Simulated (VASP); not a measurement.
Write the native input for VASP 6.6.1 that does the following.

| Property | Result |
| --- | --- |
| Task | relaxation of cell and atoms |
| Functional | LDA |
| Potentials or basis | VASP PAW LDA potentials, release 64 (Ga_d, P) |
| Cutoff | 600 eV |
| k mesh | 12 × 12 × 12 |
| Occupations | fermi-dirac, width 0.1 eV |
| Spin | no spin polarisation |
| Dipole correction | no |
| Further INCAR settings | ALGO = Normal; EDIFF = 1e-07; IBRION = 2; EDIFFG = -0.002; NSW = 100; ISIF = 3 |

The structure of GaP lies in POSCAR:

```
GaP
1.0
    0.0000000000      2.7252500000      2.7252500000
    2.7252500000      0.0000000000      2.7252500000
    2.7252500000      2.7252500000      0.0000000000
Ga P
1 1
Direct
    0.0000000000      0.0000000000      0.0000000000
    0.7500000000      0.7500000000      0.7500000000
```

One way to write it, as run:

INCAR

```
ALGO = Normal
EDIFF = 1E-7
EDIFFG = -0.002
ENCUT = 600
GGA = CA
IBRION = 2
ISIF = 3
ISMEAR = -1
LASPH = True
LCHARG = False
LREAL = False
LWAVE = False
NELM = 100
NSW = 100
PREC = Accurate
SIGMA = 0.1
```

KPOINTS

```
k-points
0
Gamma
  12 12 12
```

Potentials or basis: VASP PAW LDA potentials, release 64 (Ga_d, P).

Launch:

```sh
$ cat potpaw_LDA.64/Ga_d/POTCAR potpaw_LDA.64/P/POTCAR > POTCAR
$ mpirun -np 1 vasp_std > vasp.out
```

It gave:

```yaml
Relaxed_volume: 19.61 Å³/atom
Relaxed_cell: a = 3.814 Å, b = 3.814 Å, c = 3.814 Å, α = 60.00°, β = 60.00°, γ = 60.00°
Space_group_after_relaxing_to_0.05_Å: F-43m (No. 216)
Energy_gained_by_relaxing: 5.4 meV/atom
Ionic_steps: 3
Pressure_after_relaxing: 0.0 GPa
Band_gap_on_the_k_mesh: 1.39 eV, indirect (least direct gap 1.90 eV)
```

It took 56 s on 1 thread of Intel(R) Xeon(R) Platinum 8375C CPU @ 2.90GHz (Ice Lake), on a shared host, peak memory 0.19 GiB.
